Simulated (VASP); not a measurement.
# SiGe3Pt: single point with PBE

The system is SiGe3Pt.

```
Si Ge Pt
1.0
     2.02885   -3.51408    0.00000
    -6.08656   -3.51408    0.00000
     0.00000    0.00000   -7.63419
Si Ge Pt
2 6 2
Cartesian
  -2.0289 -3.5141 -4.2114
  0.0000 0.0000 -4.2114
  -2.0289 -5.8568 -3.4762
  0.0000 -2.3427 -3.4762
  -2.0289 -5.8568 -0.9171
  0.0000 -2.3427 -0.9171
  -2.0289 -3.5141 -6.6741
  -6.0866 -3.5141 -6.6741
  -4.0577 -4.6854 -7.6237
  0.0000 -4.6854 -7.6237
```

```
Program             : VASP 6.6.1
Task                : single point
Functional          : PBE
Potentials or basis : VASP PAW PBE potentials, release 64 (Si, Ge_d, Pt)
Cutoff              : 520 eV
k mesh              : 6 × 4 × 4
Occupations         : gaussian, width 0.2 eV
Spin                : no spin polarisation
```

| Quantity | Value |
| --- | --- |
| Pressure | 0.0 GPa |
| Largest force | 0.032 eV/Å |
| Band gap on the k mesh | zero (bands 56 and 57 overlap by 1.81 eV) |

Forces in eV/Å, atoms in the order of the input:
```
Si   0.001  0.001 -0.007
Si   0.001  0.001 -0.007
Ge  -0.002 -0.001 -0.005
Ge  -0.002 -0.001 -0.005
Ge   0.010  0.006 -0.013
Ge   0.010  0.006 -0.013
Ge  -0.013 -0.007  0.028
Ge  -0.013 -0.007  0.028
Pt   0.003  0.002 -0.003
Pt   0.003  0.002 -0.003
```

Stress tensor (GPa, compression positive):
```
-0.04  0.05  0.04
 0.05 -0.10  0.02
 0.04  0.02  0.09
```

Levels at points of the mesh, in eV from the Fermi level:
```tsv
k point	band 54	band 55	band 56	band 57	band 58	band 59
(0.00, 0.00, 0.00)	-0.97	-0.63	0.49	0.76	1.21	1.53
(0.50, 0.00, 0.00)	-1.70	-1.63	-1.63	0.11	0.11	2.55
(0.00, 0.50, 0.00)	-0.75	-0.32	-0.32	0.53	0.53	1.51
(0.50, 0.50, 0.00)	-2.47	-0.97	-0.97	0.76	0.76	1.21
(0.00, 0.00, 0.50)	-1.07	-1.07	0.63	1.31	1.32	1.39
(0.50, 0.00, 0.50)	-2.09	-0.91	-0.91	0.18	0.18	1.74
(0.00, 0.50, 0.50)	-1.29	0.28	0.28	0.53	0.53	1.93
(0.50, 0.50, 0.50)	-1.62	-1.39	-1.39	-1.08	-1.08	1.31
```

Wall time 13 min on 1 thread of Oxide Virtual Turin-like Processor, on a shared host, peak memory 0.57 GiB.

Caveat: spin-orbit coupling is left out, which moves the levels of the heavy elements.
